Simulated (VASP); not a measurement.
# Sr (Fm-3m) in VASP: single point with PBE

Aim: the single point of Sr with PBE.

Program: VASP 6.6.1. These are calculated values, not measurements. Logs are shortened: lines on timing, memory, paths and dates and some standing lists are left out, and cuts for length are marked.

## Step 1: The cell of the first run

Symmetry: Fm-3m, No. 225, cubic system. The conventional cell has a = 6.161 Å, b = 6.161 Å, c = 6.161 Å, α = 90.00°, β = 90.00°, γ = 90.00°. Sr (site symmetry m-3m) has 12 Sr at 4.36 Å within 5.7 Å.

## Step 2: Single point, PBE

INCAR reads:

```
PREC     = Accurate       # precision mode
ENCUT    = 500            # plane-wave cutoff, eV
EDIFF    = 1E-6           # SCF threshold, eV
ISMEAR   = -1             # smearing method
SIGMA    = 0.1            # smearing width, eV
LREAL    = F              # projectors in reciprocal space
LASPH    = T              # aspherical terms in the spheres
NELM     = 120            # most SCF steps
ALGO     = Normal         # electronic algorithm
ISIF     = 2              # what is computed and relaxed
LWAVE    = F              # write WAVECAR
LCHARG   = F              # write CHGCAR
GGA      = PE             # functional
NBANDS   = 11             # bands
GGA_COMPAT= F
```

KPOINTS reads:

```
Automatic mesh
0
Gamma
  9 9 9
```

POSCAR reads:

```
Sr
1.0
    0.0000000000      3.0805540500      3.0805540500
    3.0805540500      0.0000000000      3.0805540500
    3.0805540500      3.0805540500      0.0000000000
Sr
1
Direct
    0.0000000000      0.0000000000      0.0000000000
```

Potentials or basis: VASP PAW PBE potentials, release 64 (Sr_sv).

The run is started by

```sh
> cat potpaw_PBE.64/Sr_sv/POTCAR > POTCAR
> mpirun -np 1 vasp_std > vasp.out
```

OUTCAR:

```text
PREC = Accurate
   ENCUT = 500
   EDIFF = 1E-6
   ISMEAR = -1
   LREAL = F
   LASPH = T
   NELM = 120
   ISIF = 2
   GGA = PE

 ion  position               nearest neighbor table
   1  0.000  0.000  0.000-

  LATTYP: Found a face centered cubic cell.
 ALAT       =     6.1611081000

  Lattice vectors:

 A1 = (   0.0000000000,   3.0805540500,   3.0805540500)
 A2 = (   3.0805540500,   0.0000000000,   3.0805540500)
 A3 = (   3.0805540500,   3.0805540500,   0.0000000000)

Analysis of symmetry for initial positions (statically):
=====================================================================
 Subroutine PRICEL returns:
 Original cell was already a primitive cell.

 Routine SETGRP: Setting up the symmetry group for a
 face centered cubic supercell.

 Subroutine GETGRP returns: Found 48 space group operations
 (whereof 48 operations were pure point group operations)
 out of a pool of 48 trial point group operations.

The static configuration has the point symmetry O_h .

Analysis of symmetry for dynamics (positions and initial velocities):
=====================================================================
 Subroutine PRICEL returns:
 Original cell was already a primitive cell.

 Routine SETGRP: Setting up the symmetry group for a
 face centered cubic supercell.

 Subroutine GETGRP returns: Found 48 space group operations
 (whereof 48 operations were pure point group operations)
 out of a pool of 48 trial point group operations.

The dynamic configuration has the point symmetry O_h .

 Subroutine INISYM returns: Found 48 space group operations
 (whereof 48 operations are pure point group operations),
 and found     1 'primitive' translations

----------------------------------------------------------------------------------------

                                     Primitive cell

  volume of cell :      58.4678

  direct lattice vectors                    reciprocal lattice vectors
     0.000000000  3.080554050  3.080554050    -0.162308465  0.162308465  0.162308465
     3.080554050  0.000000000  3.080554050     0.162308465 -0.162308465  0.162308465
     3.080554050  3.080554050  0.000000000     0.162308465  0.162308465 -0.162308465

  length of vectors
     4.356561317  4.356561317  4.356561317     0.281126508  0.281126508  0.281126508

  position of ions in fractional coordinates (direct lattice)
     0.000000000  0.000000000  0.000000000

  ion indices of the primitive-cell ions
   primitive index   ion index
                 1           1

----------------------------------------------------------------------------------------

 KPOINTS: Automatic mesh

Automatic generation of k-mesh.
 Grid dimensions read from file:
 generate k-points for:    9    9    9

 Generating k-lattice:

  Cartesian coordinates                     Fractional coordinates (reciprocal lattice)
    -0.018034274  0.018034274  0.018034274     0.111111111  0.000000000  0.000000000
     0.018034274 -0.018034274  0.018034274     0.000000000  0.111111111  0.000000000
     0.018034274  0.018034274 -0.018034274     0.000000000  0.000000000  0.111111111

  Length of vectors
     0.031236279  0.031236279  0.031236279

  Shift w.r.t. Gamma in fractional coordinates (k-lattice)
     0.000000000  0.000000000  0.000000000

 Subroutine IBZKPT returns following result:
 ===========================================

 Found     35 irreducible k-points:

 Following reciprocal coordinates:
            Coordinates               Weight
  0.000000  0.000000  0.000000      1.000000
  0.111111  0.000000  0.000000      8.000000
  0.222222  0.000000  0.000000      8.000000
  0.333333  0.000000  0.000000      8.000000
  0.444444  0.000000  0.000000      8.000000
  0.111111  0.111111  0.000000      6.000000
[... 16 lines left out ...]
 -0.333333  0.333333  0.000000     12.000000
  0.444444  0.444444  0.000000      6.000000
 [... further k-points ...]
   k-points           NKPTS =     35   k-points in BZ     NKDIM =     35   number of bands    NBANDS=     11
   number of dos      NEDOS =    301   number of ions     NIONS =      1
   total plane-waves  NPLWV =  32768
   dimension x,y,z NGX =    32 NGY =   32 NGZ =   32
   dimension x,y,z NGXF=    64 NGYF=   64 NGZF=   64
   ions per type =               1
   NGX,Y,Z   is equivalent  to a cutoff of  12.21, 12.21, 12.21 a.u.
   NGXF,Y,Z  is equivalent  to a cutoff of  24.42, 24.42, 24.42 a.u.
 SYSTEM =  unknown system
   PREC   = accura    normal or accurate (medium, high low for compatibility)
   ISTART =      0    job   : 0-new  1-cont  2-samecut
   ICHARG =      2    charge: 1-file 2-atom 10-const
   ISPIN  =      1    spin polarized calculation?
   LNONCOLLINEAR =      F non collinear calculations
   LSORBIT =      F    spin-orbit coupling
   LASPH  =      T    aspherical Exc in radial PAW
   ENCUT  =  500.0 eV  36.75 Ry    6.06 a.u.   7.94  7.94  7.94*2*pi/ulx,y,z
   NELM   =    120;   NELMIN=  2; NELMDL= -5     # of ELM steps
   EDIFF  = 0.1E-05   stopping-criterion for ELM
   LREAL  =      F    real-space projection
   EDIFFG = 0.1E-04   stopping-criterion for IOM
   NSW    =      0    number of steps for IOM
   IBRION =     -1    ionic relax: 0-MD 1-quasi-New 2-CG
   NFREE  =      0    steps in history (QN), initial steepest desc. (CG)
   ISIF   =      2    stress and relaxation
   ISYM   =      2    0-nonsym 1-usesym 2-fastsym
   POTIM  = 0.5000    time-step for ionic-motion
   TEBEG  =    0.0;   TEEND  =   0.0 temperature during run
   PSTRESS=    0.0 pullay stress
   NELECT =      10.0000    total number of electrons
   NUPDOWN=      -1.0000    fix difference up-down
   EMIN   =  10.00;   EMAX   =-10.00  energy-range for DOS
   EFERMI =   0.00;   METHOD = LEGACY
   ISMEAR =    -1;   SIGMA  =   0.10  broadening in eV -4-tet -1-fermi 0-gaus
   EFERMI_NEDOS =   21; number of points for ismear=-14 and -15
   IALGO  =     38    algorithm
   IMIX   =      4    mixing-type and parameters
     AMIX     =   0.40;   BMIX     =  1.00
     AMIX_MAG =   1.60;   BMIX_MAG =  1.00
  volume/ion in A,a.u.               =      58.47       394.56
  Fermi-wavevector in a.u.,A,eV,Ry     =   0.908732  1.717255 11.235617  0.825795
  Thomas-Fermi vector in A             =   2.032693
   LORBIT       =      0    0 simple, 1 ext, 2 COOP (PROOUT), +10 PAW based schemes
   GGA     = PE    functional components
   LHFCALC =     F    Hartree Fock is set to
   AEXX    =    0.0000 exact exchange contribution
   IVDW    =     0    specifies the selected vdW correction
   LEPSILON=     F    determine dielectric tensor
   LRPA    =     F    only Hartree local field effects (RPA)
 non-spin polarized calculation
  energy-cutoff  :      500.00
  volume of cell :       58.47
 maximum number of plane-waves:      1498
   NGX = 15   NGY = 15   NGZ = 15

 number of electron      10.0000000 magnetization

 Free energy of the ion-electron system (eV)
  ---------------------------------------------------
  ext. energy  EPLUGINS =         0.00000000
  ---------------------------------------------------
  free energy    TOTEN  =        -1.65077350 eV

  energy without entropy =       -1.60414240  energy(sigma->0) =       -1.62745795

 E-fermi :   1.3526     XC(G=0):  -7.1677

 val. band max:        1.3370589017   @ k =  -0.3333   0.4444   0.2222
 cond. band min:       1.3887675129   @ k =  -0.4444   0.2222   0.0000
 fundamental gap:      0.0517086113
 Fermi energy:         1.3526388767

 k-point     1 :       0.0000    0.0000    0.0000
  band No.  band energies     occupation
      1     -35.3601      2.00000
      2     -17.2566      2.00000
      3     -17.2566      2.00000
      4     -17.2566      2.00000
      5      -2.1715      2.00000
      6       3.6559      0.00000
      7       3.6559      0.00000
      8       3.6559      0.00000
      9       5.0282      0.00000
     10       5.0282      0.00000
     11       8.2956      0.00000

 k-point     2 :       0.1111    0.0000    0.0000
  band No.  band energies     occupation
      1     -35.3589      2.00000
      2     -17.2753      2.00000
      3     -17.2592      2.00000
      4     -17.2592      2.00000
      5      -1.9850      2.00000
      6       3.3760      0.00000
      7       3.7384      0.00000
      8       3.7384      0.00000
      9       4.9251      0.00000
     10       4.9251      0.00000
     11       8.7423      0.00000

 k-point     3 :       0.2222    0.0000    0.0000
  band No.  band energies     occupation
      1     -35.3559      2.00000
      2     -17.3221      2.00000
      3     -17.2657      2.00000
      4     -17.2657      2.00000
      5      -1.4546      2.00000
      6       2.7785      0.00000
      7       3.8180      0.00000
      8       3.8180      0.00000
      9       4.9125      0.00000
     10       4.9125      0.00000
     11       8.1359      0.00000

 k-point     4 :       0.3333    0.0000    0.0000
  band No.  band energies     occupation
      1     -35.3524      2.00000
      2     -17.3744      2.00000
      3     -17.2730      2.00000
      4     -17.2730      2.00000
      5      -0.6767      2.00000
      6       2.1274      0.00086
      7       3.6750      0.00000
      8       3.6750      0.00000
      9       5.3541      0.00000
     10       5.3541      0.00000
     11       7.2578      0.00000
[... 239 lines left out ...]
 k-point    22 :      -0.4444    0.3333    0.0000
  band No.  band energies     occupation
      1     -35.3469      2.00000
      2     -17.3846      2.00000
      3     -17.3361      2.00000
      4     -17.3032      2.00000
      5       1.0635      1.89484
      6       1.6730      0.07804
      7       2.2803      0.00019
      8       4.6643      0.00000
      9       5.1696      0.00000
     10       5.9985      0.00000
     11       6.6245      0.00000

 k-point    23 :      -0.3333    0.3333    0.0000
  band No.  band energies     occupation
      1     -35.3473      2.00000
      2     -17.3621      2.00000
      3     -17.3613      2.00000
      4     -17.2946      2.00000
      5       1.1792      1.69993
      6       1.7304      0.04474
      7       2.1018      0.00112
      8       4.3577      0.00000
      9       5.1547      0.00000
     10       5.5232      0.00000
     11       7.5764      0.00000

 k-point    24 :       0.4444    0.4444    0.0000
  band No.  band energies     occupation
      1     -35.3469      2.00000
      2     -17.3997      2.00000
      3     -17.3123      2.00000
      4     -17.3123      2.00000
      5       0.6577      1.99808
      6       1.8090      0.02064
      7       2.3612      0.00008
      8       5.7511      0.00000
      9       5.7511      0.00000
     10       5.9660      0.00000
     11       7.0035      0.00000

 [... further k-points ...]
[... 5 lines left out ...]
  --------------------------------------------------------------------------------------
  -------------------------------------------------------------------------------------
  Total       -0.2335142     -0.2335142     -0.2335142     -0.0000000     -0.0000000      0.0000000
  in kB       -6.3989290     -6.3989290     -6.3989290     -0.0000000     -0.0000000      0.0000000
  external PRESSURE =      -6.3989290 kB  Pullay stress =       0.0000000 kB

 VOLUME and BASIS-vectors are now :
 -----------------------------------------------------------------------------
  energy-cutoff  :      500.00
  volume of cell :       58.47
      direct lattice vectors                 reciprocal lattice vectors
     0.000000000  3.080554050  3.080554050    -0.162308465  0.162308465  0.162308465
     3.080554050  0.000000000  3.080554050     0.162308465 -0.162308465  0.162308465
     3.080554050  3.080554050  0.000000000     0.162308465  0.162308465 -0.162308465

 POSITION                                       TOTAL-FORCE (eV/Angst)
 -----------------------------------------------------------------------------------
      0.00000      0.00000      0.00000         0.000000     -0.000000     -0.000000
 -----------------------------------------------------------------------------------
    total drift:                                0.000000      0.000000      0.000000

  FREE ENERGIE OF THE ION-ELECTRON SYSTEM (eV)
  ---------------------------------------------------
  free  energy   TOTEN  =        -1.6507735009 eV

  energy  without entropy=       -1.6041424007  energy(sigma->0) =       -1.62745795
```

It took 21 s on 1 thread of Intel Xeon 8259CL, shared host; peak memory 0.18 GiB.

Results:

| Quantity | Value |
| --- | --- |
| Free energy | -1.6508 eV |
| Pressure | -0.6 GPa |
